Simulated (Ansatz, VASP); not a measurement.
## One calculation of CdTe, two programs

```
Cd Te
1.0
     0.00000    3.30909    3.30909
     3.24291    0.00000    3.30909
     3.24291    3.30909    0.00000
Cd Te
1 1
Direct
  0.00000 0.00000 0.00000
  0.25000 0.25000 0.25000
```

Change from the starting cell: strain e1 = -0.02, atoms carried along.

Alike in both runs: task single point; functional PBE; k mesh 10 × 10 × 10; occupations gaussian, width 0.05 eV; no spin polarisation.

|  | VASP | Ansatz |
| --- | --- | --- |
| version | VASP 6.6.1 | Ansatz 0.2.0 |
| potentials or method | VASP PAW PBE potentials, release 64 (Cd, Te), cutoff 520 eV | scalar-relativistic, plane waves, PAW |
| valence electrons in the cell | 18 | 36 |

|  | VASP | Ansatz | Ansatz less VASP |
| --- | --- | --- | --- |
| gap on the k mesh at the Fermi level (eV) | 0.60 | 0.60 | +0.002 |
| least direct gap on the mesh (eV) | 0.60 | 0.60 | +0.002 |
| pressure (GPa) | 0.9 | 0.7 | -0.11 |
| traceless stress, the component that is largest in VASP (GPa) | 0.20 | 0.21 | +0.001 |

VASP's potentials hold 18 valence electrons a cell and Ansatz's 36, so a difference there can come from the potentials and not from the codes.

Neither program's run includes spin-orbit coupling.
